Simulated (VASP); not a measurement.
# SnTe5 (P-62m) in VASP: notebook

SnTe5 is run at these levels: PBE; tasks: single point, relaxation of cell and atoms.

All numbers are computed with VASP 6.6.1; they aren't measurements. Logs are shortened: lines on timing, memory, paths and dates and some standing lists are left out, and cuts for length are marked.

### Step 1. The cell of the first run

The structure is hexagonal, space group P-62m (No. 189). The conventional cell has a = 7.056 Å, b = 7.056 Å, c = 4.382 Å, α = 90.00°, β = 90.00°, γ = 120.00°. Within 4.2 Å of Sn (site symmetry -62m) lie 12 Te at 3.22 to 4.07 Å. Te (site symmetry m2m) has 10 Te at 3.21 to 4.08 Å and 2 Sn at 3.22 Å within 4.2 Å. Within 4.2 Å of Te (site symmetry -6) lie 9 Te at 3.21 to 4.07 Å and 3 Sn at 4.07 Å.

The cell was built from a structure type or drawn by symmetry, and may not be a known phase.

### Step 2. Single point, PBE

Input file INCAR:

```
  PREC = Accurate
  ENCUT = 520
  EDIFF = 1E-7
  ISMEAR = 0
  SIGMA = 0.1
  LREAL = F
  LASPH = T
  NELM = 80
  ALGO = Normal
  ISIF = 2
  LWAVE = F
  LCHARG = F
  GGA = PE
  NBANDS = 31
```

Input file KPOINTS:

```
regular mesh
0
Gamma
  6 6 8
```

Input file POSCAR:

```
SnTe5
1.0
    7.0562823655      0.0000000000      0.0000000000
   -3.5281411828      6.1109197848      0.0000000000
    0.0000000000      0.0000000000      4.3821196458
Sn Te
1 5
Direct
    0.0000000000      0.0000000000      0.5000000000
    0.6661565132      0.0000000000      0.0000000000
    0.3338434868      0.3338434868      0.0000000000
    0.0000000000      0.6661565132      0.0000000000
    0.6666666667      0.3333333333      0.5000000000
    0.3333333333      0.6666666667      0.5000000000
```

Potentials or basis: VASP PAW PBE potentials, release 64 (Sn_d, Te).

Started as:

```console
cat potpaw_PBE.64/Sn_d/POTCAR potpaw_PBE.64/Te/POTCAR > POTCAR
mpirun -np 1 vasp_std > vasp.out
```

OUTCAR:

```text
PREC = Accurate
   ENCUT = 520
   EDIFF = 1E-7
   ISMEAR = 0
   LREAL = F
   LASPH = T
   NELM = 80
   ISIF = 2
   GGA = PE

 ion  position               nearest neighbor table
   1  0.000  0.000  0.500-   3 3.22   3 3.22   2 3.22   2 3.22   4 3.22   4 3.22
   2  0.666  0.000  0.000-   5 3.21   5 3.21   6 3.21   6 3.21   1 3.22   1 3.22
   3  0.334  0.334  0.000-   5 3.21   5 3.21   6 3.21   6 3.21   1 3.22   1 3.22
   4  0.000  0.666  0.000-   6 3.21   6 3.21   5 3.21   5 3.21   1 3.22   1 3.22
   5  0.667  0.333  0.500-   2 3.21   2 3.21   4 3.21   4 3.21   3 3.21   3 3.21
   6  0.333  0.667  0.500-   4 3.21   4 3.21   2 3.21   2 3.21   3 3.21   3 3.21

  LATTYP: Found a hexagonal cell.
 ALAT       =     7.0562823655
 C/A-ratio  =     0.6210238506

  Lattice vectors:

 A1 = (   7.0562823655,   0.0000000000,   0.0000000000)
 A2 = (  -3.5281411828,   6.1109197848,   0.0000000000)
 A3 = (   0.0000000000,   0.0000000000,   4.3821196458)

Analysis of symmetry for initial positions (statically):
=====================================================================
 Subroutine PRICEL returns:
 Original cell was already a primitive cell.

 Routine SETGRP: Setting up the symmetry group for a
 hexagonal supercell.

 Subroutine GETGRP returns: Found 12 space group operations
 (whereof 12 operations were pure point group operations)
 out of a pool of 24 trial point group operations.

The static configuration has the point symmetry D_3h.

Analysis of symmetry for dynamics (positions and initial velocities):
=====================================================================
 Subroutine PRICEL returns:
 Original cell was already a primitive cell.

 Routine SETGRP: Setting up the symmetry group for a
 hexagonal supercell.

 Subroutine GETGRP returns: Found 12 space group operations
 (whereof 12 operations were pure point group operations)
 out of a pool of 24 trial point group operations.

The dynamic configuration has the point symmetry D_3h.

 Subroutine INISYM returns: Found 12 space group operations
 (whereof 12 operations are pure point group operations),
 and found     1 'primitive' translations

----------------------------------------------------------------------------------------
[... 100 lines left out ...]
   NELM   =     80;   NELMIN=  2; NELMDL= -5     # of ELM steps
   EDIFF  = 0.1E-06   stopping-criterion for ELM
   LREAL  =      F    real-space projection
   EDIFFG = 0.1E-05   stopping-criterion for IOM
   NSW    =      0    number of steps for IOM
   IBRION =     -1    ionic relax: 0-MD 1-quasi-New 2-CG
   NFREE  =      0    steps in history (QN), initial steepest desc. (CG)
   ISIF   =      2    stress and relaxation
   ISYM   =      2    0-nonsym 1-usesym 2-fastsym
   POTIM  = 0.5000    time-step for ionic-motion
   TEBEG  =    0.0;   TEEND  =   0.0 temperature during run
   PSTRESS=    0.0 pullay stress
   NELECT =      44.0000    total number of electrons
   NUPDOWN=      -1.0000    fix difference up-down
   EMIN   =  10.00;   EMAX   =-10.00  energy-range for DOS
   EFERMI =   0.00;   METHOD = LEGACY
   ISMEAR =     0;   SIGMA  =   0.10  broadening in eV -4-tet -1-fermi 0-gaus
   EFERMI_NEDOS =   21; number of points for ismear=-14 and -15
   IALGO  =     38    algorithm
   IMIX   =      4    mixing-type and parameters
     AMIX     =   0.40;   BMIX     =  1.00
     AMIX_MAG =   1.60;   BMIX_MAG =  1.00
  volume/ion in A,a.u.               =      31.49       212.53
  Fermi-wavevector in a.u.,A,eV,Ry     =   1.007172  1.903278 13.801677  1.014395
  Thomas-Fermi vector in A             =   2.139960
   LORBIT       =      0    0 simple, 1 ext, 2 COOP (PROOUT), +10 PAW based schemes
   GGA     = PE    functional components
   LHFCALC =     F    Hartree Fock is set to
   AEXX    =    0.0000 exact exchange contribution
   IVDW    =     0    specifies the selected vdW correction
   LEPSILON=     F    determine dielectric tensor
   LRPA    =     F    only Hartree local field effects (RPA)
 non-spin polarized calculation
 Gauss-broadening in eV      SIGMA  =   0.10
  energy-cutoff  :      520.00
  volume of cell :      188.96
 maximum number of plane-waves:      5116
 NGX is ok and might be reduce to    54
   NGX = 27   NGY = 27   NGZ = 17

 number of electron      44.0000008 magnetization

 Free energy of the ion-electron system (eV)
  ---------------------------------------------------
  ext. energy  EPLUGINS =         0.00000000
  ---------------------------------------------------
  free energy    TOTEN  =       -18.91542290 eV

  energy without entropy =      -18.89201873  energy(sigma->0) =      -18.90372081

 E-fermi :   6.6466     XC(G=0):  -9.5136

 val. band max:        6.6356062998   @ k =   0.0000   0.0000   0.5000
 cond. band min:       6.6540894935   @ k =   0.3333  -0.0000   0.2500
 fundamental gap:      0.0184831936
 Fermi energy:         6.6465600683

 k-point     1 :       0.0000    0.0000    0.0000
  band No.  band energies     occupation
      1     -14.9450      2.00000
      2     -14.9450      2.00000
      3     -14.9361      2.00000
      4     -14.9361      2.00000
      5     -14.9338      2.00000
      6      -6.6976      2.00000
[... 805 lines left out ...]
     30      12.4677      0.00000
     31      13.0724      0.00000

 [... further k-points ...]

------------------------ aborting loop because EDIFF is reached ----------------------------------------

  FORCE on cell =-STRESS in cart. coord.  units (eV):
  Direction    XX          YY          ZZ          XY          YZ          ZX
  --------------------------------------------------------------------------------------
  -------------------------------------------------------------------------------------
  Total       -0.0635284     -0.0635284     -0.0705545      0.0000000     -0.0000000      0.0000000
  in kB       -0.5386567     -0.5386567     -0.5982307      0.0000000     -0.0000000      0.0000000
  external PRESSURE =      -0.5585147 kB  Pullay stress =       0.0000000 kB

 VOLUME and BASIS-vectors are now :
 -----------------------------------------------------------------------------
  energy-cutoff  :      520.00
  volume of cell :      188.96
      direct lattice vectors                 reciprocal lattice vectors
     7.056282366  0.000000000  0.000000000     0.141717685  0.081820743  0.000000000
    -3.528141183  6.110919785  0.000000000     0.000000000  0.163641487  0.000000000
     0.000000000  0.000000000  4.382119646     0.000000000  0.000000000  0.228200068

 POSITION                                       TOTAL-FORCE (eV/Angst)
 -----------------------------------------------------------------------------------
      0.00000      0.00000      2.19106        -0.000000      0.000000      0.000000
      4.70059      0.00000      0.00000        -0.004421     -0.000000      0.000000
      1.17785      2.04009      0.00000         0.002210      0.003829      0.000000
     -2.35029      4.07083      0.00000         0.002210     -0.003829      0.000000
      3.52814      2.03697      2.19106        -0.000000     -0.000000      0.000000
     -0.00000      4.07395      2.19106         0.000000      0.000000      0.000000
 -----------------------------------------------------------------------------------
    total drift:                               -0.000000     -0.000001      0.000000

  FREE ENERGIE OF THE ION-ELECTRON SYSTEM (eV)
  ---------------------------------------------------
  free  energy   TOTEN  =       -18.9154228951 eV

  energy  without entropy=      -18.8920187305  energy(sigma->0) =      -18.90372081
```

OSZICAR:

```text
N       E                     dE             d eps       ncg     rms          rms(c)
DAV:   1     0.312548073094E+03    0.31255E+03   -0.17763E+04  2170   0.134E+03
DAV:   2     0.183866699312E+02   -0.29416E+03   -0.28195E+03  2352   0.303E+02
DAV:   3    -0.172368065254E+02   -0.35623E+02   -0.34064E+02  2674   0.105E+02
DAV:   4    -0.188935264916E+02   -0.16567E+01   -0.16378E+01  2492   0.236E+01
DAV:   5    -0.189511575581E+02   -0.57631E-01   -0.57615E-01  3205   0.493E+00    0.143E+01
DAV:   6    -0.189111569346E+02    0.40001E-01   -0.10054E-01  2594   0.180E+00    0.884E+00
DAV:   7    -0.189162208249E+02   -0.50639E-02   -0.68230E-02  2644   0.128E+00    0.861E-01
DAV:   8    -0.189154202390E+02    0.80059E-03   -0.44850E-03  2527   0.416E-01    0.585E-01
DAV:   9    -0.189154358563E+02   -0.15617E-04   -0.12493E-03  2622   0.204E-01    0.127E-01
DAV:  10    -0.189154254749E+02    0.10381E-04   -0.46720E-05  2531   0.465E-02    0.422E-02
DAV:  11    -0.189154244293E+02    0.10456E-05   -0.10491E-05  2622   0.201E-02    0.294E-02
DAV:  12    -0.189154229674E+02    0.14619E-05   -0.65482E-07  2562   0.444E-03    0.324E-03
DAV:  13    -0.189154227307E+02    0.23671E-06   -0.14572E-07  1880   0.237E-03    0.197E-03
DAV:  14    -0.189154228709E+02   -0.14016E-06   -0.30770E-08  1575   0.117E-03    0.645E-04
DAV:  15    -0.189154228951E+02   -0.24158E-07   -0.83355E-09  1554   0.627E-04
   1 F= -.18915423E+02 E0= -.18903721E+02  d E =-.234042E-01
```

stdout:

```text
POSCAR found type information on POSCAR SnTe
 POSCAR found :  2 types and       6 ions
 scaLAPACK will be used
 LDA part: xc-table for (Slater+PW92), standard interpolation
 POSCAR, INCAR and KPOINTS ok, starting setup
 FFT: planning ... GRIDC
 FFT: planning ... GRID_SOFT
 FFT: planning ... GRID
 WAVECAR not read
 entering main loop
```

Wall time 3.1 min (1 thread of Intel Xeon Platinum 8488C (Sapphire Rapids), shared host); peak memory 0.41 GiB.

Results:

| Quantity | Value |
| --- | --- |
| Free energy | -18.9154 eV |
| Pressure | -0.1 GPa |
| Largest force | 0.004 eV/Å |
| Band gap on the k mesh | zero (bands 22 and 23 overlap by 0.76 eV) |

Forces on the atoms (eV/Å):
```
Sn   0.000  0.000  0.000
Te  -0.004  0.000  0.000
Te   0.002  0.004  0.000
Te   0.002 -0.004  0.000
Te   0.000  0.000  0.000
Te   0.000  0.000  0.000
```

Levels at points of the mesh, in eV from the Fermi level:
| k point | band 20 | band 21 | band 22 | band 23 | band 24 | band 25 |
| --- | --- | --- | --- | --- | --- | --- |
| (0.00, 0.00, 0.00) | -1.33 | -0.68 | -0.68 | -0.32 | 0.10 | 0.96 |
| (0.50, 0.00, 0.00) | -2.00 | -0.24 | -0.20 | 0.50 | 0.73 | 1.13 |
| (0.00, 0.00, 0.50) | -0.33 | -0.33 | -0.01 | 0.07 | 0.53 | 0.53 |
| (0.50, 0.00, 0.50) | -1.38 | -1.25 | -0.50 | -0.47 | 1.24 | 1.53 |

Caveat: semilocal functionals underestimate gaps, so a narrow gap can read as zero; spin-orbit coupling is left out, which moves the levels of the heavy elements.

### Step 3. Relaxation of cell and atoms, PBE

This run uses another cell than the first one, of 33.05 Å³/atom.

Input file INCAR:

```
PREC     = Accurate       # precision mode
ENCUT    = 600            # plane-wave cutoff, eV
EDIFF    = 1E-6           # SCF threshold, eV
ISMEAR   = 0              # smearing method
SIGMA    = 0.1            # smearing width, eV
LREAL    = F              # projectors in reciprocal space
LASPH    = T              # aspherical terms in the spheres
NELM     = 100            # most SCF steps
ALGO     = Normal         # electronic algorithm
ISIF     = 3              # what is computed and relaxed
LWAVE    = F              # write WAVECAR
LCHARG   = F              # write CHGCAR
GGA      = PE             # functional
IBRION   = 2              # ionic algorithm
NSW      = 90             # ionic steps
EDIFFG   = -0.04          # ionic threshold
```

Input file KPOINTS:

```
Automatic mesh
0
Gamma
  3 3 4
```

Input file POSCAR:

```
SnTe5
1.0
    6.1296170700      0.0000000000      0.0000000000
   -3.0648085400      5.3084041000      0.0000000000
    0.0000000000      0.0000000000      6.0938433100
Sn Te
1 5
Direct
    0.0000000000      0.0000000000      0.5000000000
    0.6700041300      0.0000000000      0.0000000000
    0.3299958700      0.3299958700      0.0000000000
    0.0000000000      0.6700041300      0.0000000000
    0.6666666700      0.3333333300      0.5000000000
    0.3333333300      0.6666666700      0.5000000000
```

Potentials or basis: VASP PAW PBE potentials, release 64 (Sn_d, Te).

Started as:

```console
cat potpaw_PBE.64/Sn_d/POTCAR potpaw_PBE.64/Te/POTCAR > POTCAR
mpirun -np 1 vasp_std > vasp.out
```

Wall time 14 min (1 thread of Intel Xeon Platinum 8488C (Sapphire Rapids), shared host); peak memory 0.4 GiB.

The run converged. Its results:

* Free energy: -18.6126 eV
* Relaxed volume: 30.98 Å³/atom
* Relaxed cell: a = 6.899 Å, b = 6.899 Å, c = 4.509 Å, α = 90.00°, β = 90.00°, γ = 120.00°
* Space group after relaxing (to 0.1 Å): P-62m (No. 189)
* Energy gained by relaxing: 215.4 meV/atom
* Ionic steps: 23
* Pressure after relaxing: 0.2 GPa
* Largest force after relaxing: 0.012 eV/Å
* Band gap on the k mesh: zero (bands 22 and 23 overlap by 0.67 eV)

Forces in eV/Å, atoms in the order of the input:
```
Sn   0.000  0.000  0.000
Te   0.012  0.000  0.000
Te  -0.006 -0.010  0.000
Te  -0.006  0.010  0.000
Te   0.000  0.000  0.000
Te   0.000  0.000  0.000
```

Stress tensor (GPa, compression positive):
```
0.19 0.00 0.00
0.00 0.19 0.00
0.00 0.00 0.09
```

Step by step:
| step | energy change (eV) | largest force (eV/Å) | pressure (GPa) | volume (Å³) |
| --- | --- | --- | --- | --- |
| 1 | 0.0000 | 0.0739 | -4.72 | 198.28 |
| 2 | -0.4385 | 0.1116 | 0.45 | 171.61 |
| 3 | -0.4398 | 0.1025 | 0.09 | 172.78 |
| 4 | -0.4585 | 0.1103 | 0.14 | 172.57 |
| 5 | -0.5386 | 0.0845 | 0.39 | 171.75 |
| 6 | -0.9308 | 0.0379 | 1.31 | 169.33 |
| 7 | -0.7048 | 0.4314 | 8.80 | 161.12 |
| 8 | -1.0478 | 0.0611 | 3.08 | 166.63 |
| 9 | -1.0417 | 0.0140 | 3.83 | 165.73 |
| 10 | -1.0463 | 0.0276 | 3.82 | 165.90 |
| 11 | -1.0587 | 0.0686 | 3.82 | 166.39 |
| 12 | -1.0736 | 0.1406 | 3.94 | 167.33 |
| 13 | -1.0832 | 0.2669 | 4.34 | 169.08 |
| 14 | -1.1188 | 0.2539 | 3.85 | 170.57 |
| 15 | -1.2029 | 0.2173 | 2.52 | 175.09 |
| 16 | -1.2768 | 0.1506 | 0.29 | 184.34 |
| 17 | -1.2782 | 0.1410 | 0.01 | 185.72 |
| 18 | -1.2782 | 0.1389 | -0.06 | 186.07 |
| 19 | -1.2788 | 0.1358 | -0.06 | 186.06 |
| 20 | -1.2806 | 0.1268 | -0.04 | 186.05 |
| 21 | -1.2837 | 0.1086 | -0.02 | 186.03 |
| 22 | -1.2883 | 0.0726 | 0.04 | 185.99 |
| 23 | -1.2925 | 0.0119 | 0.16 | 185.89 |

Final structure:
```yaml
crystal:
  lattice:
    - [6.89945, 0.00000, 0.00000]
    - [-3.44973, 5.97510, 0.00000]
    - [0.00000, 0.00000, 4.50925]
  atoms:
    - { symbol: Sn, position: [0.00000, 0.00000, 0.50000] }
    - { symbol: Te, position: [0.66236, 0.00000, 0.00000] }
    - { symbol: Te, position: [0.33764, 0.33764, 0.00000] }
    - { symbol: Te, position: [0.00000, 0.66236, 0.00000] }
    - { symbol: Te, position: [0.66667, 0.33333, 0.50000] }
    - { symbol: Te, position: [0.33333, 0.66667, 0.50000] }
```

Levels at points of the mesh, in eV from the Fermi level:
```csv
k point,band 18,band 19,band 20,band 21,band 22,band 23,band 24,band 25,band 26
"(0.00, 0.00, 0.00)",-1.54,-1.54,-1.54,-0.71,-0.71,-0.49,0.03,0.92,0.92
"(0.00, 0.00, 0.50)",-2.75,-2.75,-0.04,-0.04,0.19,0.19,0.77,0.77,3.27
```

Caveat: the k points lie up to 0.35 Å⁻¹ apart in the final cell, too coarse for converged energies and pressures of a metal; semilocal functionals underestimate gaps, so a narrow gap can read as zero; a cell axis changed by over 15 % at a fixed basis, so the end point is rough; spin-orbit coupling is left out, which moves the levels of the heavy elements.

[end of part 1 of 2]
